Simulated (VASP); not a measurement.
# SrO (Fm-3m) in VASP: notebook, part 2 of 2

VASP 6.6.1.

## Step 5: Single point, BLYP+D4

This run uses another cell than the first one, of 16.90 Å³/atom, 0.980 times its volume.

INCAR

```
SYSTEM = SrO
  PREC = Accurate
  ENCUT = 520
  EDIFF = 1E-6
  ISMEAR = -1
  SIGMA = 0.05
  LREAL = .False.
  LASPH = .True.
  NELM = 100
  ALGO = Normal
  ISIF = 2
  LWAVE = .False.
  LCHARG = .True.
  GGA = B5
  ALDAX = 1.0
  AGGAX = 1.0
  AGGAC = 1.0
  ALDAC = 0.0
  IVDW = 13
  VDW_S6 = 1.0
  VDW_S8 = 2.34076671
  VDW_A1 = 0.44488865
  VDW_A2 = 4.0933009
  LELF = .True.
  LVHAR = .True.
  NBANDS = 15
```

KPOINTS

```
Automatic mesh
0
Gamma
  9 9 9
  0 0 0
```

POSCAR

```
SrO
1.0
    0.0000000000      2.5663000000      2.5663000000
    2.5663000000      0.0000000000      2.5663000000
    2.5663000000      2.5663000000      0.0000000000
Sr O
1 1
Direct
    0.5000000000      0.5000000000      0.5000000000
    0.0000000000      0.0000000000      0.0000000000
```

Potentials or basis: VASP PAW PBE potentials, release 64 (Sr_sv, O).

Launch:

```sh
> cat potpaw_PBE.64/Sr_sv/POTCAR potpaw_PBE.64/O/POTCAR > POTCAR
> mpirun -np 1 vasp_std > vasp.out
```

OUTCAR:

```text
SYSTEM = SrO
   PREC = Accurate
   ENCUT = 520
   EDIFF = 1E-6
   ISMEAR = -1
   LREAL = .False.
   LASPH = .True.
   NELM = 100
   ISIF = 2
   GGA = B5
   IVDW = 13

 ion  position               nearest neighbor table
   1  0.500  0.500  0.500-   2 2.57   2 2.57   2 2.57   2 2.57   2 2.57   2 2.57
   2  0.000  0.000  0.000-   1 2.57   1 2.57   1 2.57   1 2.57   1 2.57   1 2.57

  LATTYP: Found a face centered cubic cell.
 ALAT       =     5.1326000000

  Lattice vectors:

 A1 = (   0.0000000000,   2.5663000000,   2.5663000000)
 A2 = (   2.5663000000,   0.0000000000,   2.5663000000)
 A3 = (   2.5663000000,   2.5663000000,   0.0000000000)

Analysis of symmetry for initial positions (statically):
=====================================================================
 Subroutine PRICEL returns:
 Original cell was already a primitive cell.

 Routine SETGRP: Setting up the symmetry group for a
 face centered cubic supercell.

 Subroutine GETGRP returns: Found 48 space group operations
[... 9 lines left out ...]

 Routine SETGRP: Setting up the symmetry group for a
 face centered cubic supercell.

 Subroutine GETGRP returns: Found 48 space group operations
[... 11 lines left out ...]
                                     Primitive cell

  volume of cell :      33.8028

[... 152 lines left out ...]
      9       6.3100      0.00000
     10       8.2723      0.00000
     11       8.2723      0.00000
     12       8.2723      0.00000
     13      10.4437      0.00000
     14      10.4438      0.00000
[... 401 lines left out ...]
      2     -13.2986      2.00000
      3     -12.5635      2.00000
      4     -12.3820      2.00000
      5     -12.3820      2.00000
      6       1.5391      2.00000
      7       1.9567      2.00000
      8       1.9568      2.00000
      9       5.4926      0.00000
     10       9.8360      0.00000
     11      12.1418      0.00000
     12      12.7165      0.00000
     13      12.9044      0.00000
     14      12.9044      0.00000
     15      16.2259      0.00000

 [... further k-points ...]

------------------------ aborting loop because EDIFF is reached ----------------------------------------

  DFT-D4 for vdW energy calculation

  Edisp (eV):   -0.62393

  FORCE on cell =-STRESS in cart. coord.  units (eV):
  Direction    XX          YY          ZZ          XY          YZ          ZX
  --------------------------------------------------------------------------------------
  -------------------------------------------------------------------------------------
  Total       0.74586     0.74586     0.74586     0.00000     0.00000     0.00000
  in kB      35.35209    35.35209    35.35209     0.00000     0.00000     0.00000
  external pressure =       35.35 kB  Pullay stress =        0.00 kB

 VOLUME and BASIS-vectors are now :
 -----------------------------------------------------------------------------
  energy-cutoff  :      520.00
  volume of cell :       33.80
      direct lattice vectors                 reciprocal lattice vectors
     0.000000000  2.566300000  2.566300000    -0.194833028  0.194833028  0.194833028
     2.566300000  0.000000000  2.566300000     0.194833028 -0.194833028  0.194833028
     2.566300000  2.566300000  0.000000000     0.194833028  0.194833028 -0.194833028

 POSITION                                       TOTAL-FORCE (eV/Angst)
 -----------------------------------------------------------------------------------
      2.56630      2.56630      2.56630         0.000000      0.000000      0.000000
      0.00000      0.00000      0.00000        -0.000000     -0.000000     -0.000000
 -----------------------------------------------------------------------------------
    total drift:                                0.000000      0.000000      0.000000

  FREE ENERGIE OF THE ION-ELECTRON SYSTEM (eV)
  ---------------------------------------------------
  free  energy   TOTEN  =       -12.0732630176 eV

  energy  without entropy=      -12.0732630176  energy(sigma->0) =      -12.07326302
```

OSZICAR:

```text
N       E                     dE             d eps       ncg     rms          rms(c)
DAV:   1     0.641367038932E+02    0.64137E+02   -0.77098E+03  1050   0.996E+02
DAV:   2    -0.104120899851E+02   -0.74549E+02   -0.68248E+02  1418   0.221E+02
DAV:   3    -0.140035980995E+02   -0.35915E+01   -0.35726E+01  1529   0.406E+01
DAV:   4    -0.140928073368E+02   -0.89209E-01   -0.89194E-01  1286   0.460E+00
DAV:   5    -0.140934753551E+02   -0.66802E-03   -0.66802E-03  1392   0.371E-01    0.163E+01
DAV:   6    -0.116241204975E+02    0.24694E+01   -0.81029E+00  1092   0.212E+01    0.201E+01
DAV:   7    -0.114729050764E+02    0.15122E+00   -0.31949E-01  1253   0.493E+00    0.116E+01
DAV:   8    -0.114477317977E+02    0.25173E-01   -0.13242E-01  1309   0.343E+00    0.564E-01
DAV:   9    -0.114490163217E+02   -0.12845E-02   -0.74124E-03  1355   0.513E-01    0.220E-01
DAV:  10    -0.114491756536E+02   -0.15933E-03   -0.30020E-04  1155   0.181E-01    0.124E-01
DAV:  11    -0.114493248775E+02   -0.14922E-03   -0.14656E-04  1120   0.961E-02    0.276E-02
DAV:  12    -0.114493356010E+02   -0.10724E-04   -0.15565E-05  1281   0.340E-02    0.138E-02
DAV:  13    -0.114493340481E+02    0.15530E-05   -0.57497E-06  1197   0.198E-02    0.310E-03
DAV:  14    -0.114493342565E+02   -0.20841E-06   -0.36538E-07   658   0.514E-03
   1 F= -.12073263E+02 E0= -.12073263E+02  d E =-.750145E-10
```

stdout:

```text
POSCAR found type information on POSCAR SrO
 POSCAR found :  2 types and       2 ions
 scaLAPACK will be used
 -----------------------------------------------------------------------------
|                                                                             |
|                                                                             |
|     You enforced a specific xc type in the INCAR file but a different       |
|     I HOPE YOU KNOW WHAT YOU ARE DOING!                                     |
|                                                                             |
 -----------------------------------------------------------------------------

 LDA part: xc-table for (Slater(with rela. corr.)+VWN5), standard interpolation
 POSCAR, INCAR and KPOINTS ok, starting setup
 FFT: planning ... GRIDC
 FFT: planning ... GRID_SOFT
 FFT: planning ... GRID
 WAVECAR not read
 entering main loop
```

Wall time 52 s (1 thread of AMD EPYC 7R43 (Zen 3), shared host); peak memory 0.13 GiB.

What came out:

```yaml
Free_energy: -12.0733 eV
Pressure: 3.5 GPa
Band_gap_on_the_k_mesh: 3.45 eV, indirect (least direct gap 3.54 eV)
Dispersion_energy_per_atom: -0.312 eV
```

Levels at points of the mesh, in eV from the valence-band top:
```
           k point  band 4  band 5  band 6  band 7  band 8  band 9  band 10  band 11  band 12  band 13
(0.00, 0.00, 0.00)  -14.07  -14.07    0.00    0.00    0.00    4.27     6.23     6.23     6.23     8.40
```

Caveat: the PAW data sets were made with another functional, which shifts forces and pressure a little. A k mesh can miss the band edges.

## Step 6: Single point, BLYP+D4

INCAR

```
  AGGAC = 1.0
  AGGAX = 1.0
  ALDAC = 0.0
  ALDAX = 1.0
  ALGO = Normal
  EDIFF = 1E-6
  ENCUT = 520
  GGA = B5
  ISIF = 2
  ISMEAR = -1
  IVDW = 13
  LASPH = T
  LCHARG = F
  LREAL = F
  LWAVE = F
  NBANDS = 15
  NELM = 100
  PREC = Accurate
  SIGMA = 0.05
  VDW_A1 = 0.44488865
  VDW_A2 = 4.0933009
  VDW_S6 = 1.0
  VDW_S8 = 2.34076671
```

KPOINTS

```
k-points
0
Gamma
  9 9 9
```

POSCAR

```
SrO
1.0
    0.0000000000      2.5832958595      2.5832958595
    2.5832958595      0.0000000000      2.5832958595
    2.5832958595      2.5832958595      0.0000000000
Sr O
1 1
Direct
    0.5000000000      0.5000000000      0.5000000000
    0.0000000000      0.0000000000      0.0000000000
```

Potentials or basis: VASP PAW PBE potentials, release 64 (Sr_sv, O).

Launch:

```sh
> cat potpaw_PBE.64/Sr_sv/POTCAR potpaw_PBE.64/O/POTCAR > POTCAR
> mpirun -np 1 vasp_std > vasp.out
```

It took 58 s on 1 thread of AMD EPYC 7R43 (Zen 3), shared host; peak memory 0.12 GiB.

Results (log left out):

```
Free energy                : -12.0845 eV
Pressure                   : 1.6 GPa
Band gap on the k mesh     : 3.46 eV, indirect (least direct gap 3.56 eV)
Dispersion energy per atom : -0.305 eV
```

Levels at points of the mesh, in eV from the valence-band top:
| k point | band 4 | band 5 | band 6 | band 7 | band 8 | band 9 | band 10 | band 11 | band 12 | band 13 |
| --- | --- | --- | --- | --- | --- | --- | --- | --- | --- | --- |
| (0.00, 0.00, 0.00) | -14.16 | -14.16 | 0.00 | 0.00 | 0.00 | 4.12 | 6.18 | 6.18 | 6.18 | 8.31 |

Caveat: the PAW data sets were made with another functional, which shifts forces and pressure a little. Expect the measured gap to be larger: semilocal functionals such as BLYP lack the derivative discontinuity.

## Step 7: Summary

```tsv
level	cell	gap on the mesh (eV)	pressure (GPa)
RPBE	a = 3.653 Å, angles 60.0°, 2 atoms	3.44	5.0
revPBE+D3(BJ)	a = 3.629 Å, angles 60.0°, 2 atoms	3.41	1.8
revPBE+D3(BJ)	a = 3.653 Å, angles 60.0°, 2 atoms	3.42	0.0
BLYP+D4	a = 3.629 Å, angles 60.0°, 2 atoms	3.45	3.5
BLYP+D4	a = 3.653 Å, angles 60.0°, 2 atoms	3.46	1.6
```

Alike in all rows: task single point; potentials or basis VASP PAW PBE potentials, release 64 (Sr_sv, O); no spin polarisation; k mesh 9 × 9 × 9; cutoff (eV) 520; smearing fermi-dirac 0.05 eV.

On the cell as given the gap runs from 3.42 eV (revPBE+D3(BJ)) to 3.46 eV (BLYP+D4). The pressure there spans 0.0 GPa (revPBE+D3(BJ)) to 5.0 GPa (RPBE); a positive pressure means that this level wants a larger cell, a negative one a smaller.

Caveats: the PAW data sets were made with another functional, which shifts forces and pressure a little.

Total energies depend on the potentials used, so only differences within one code and one set of settings carry meaning.
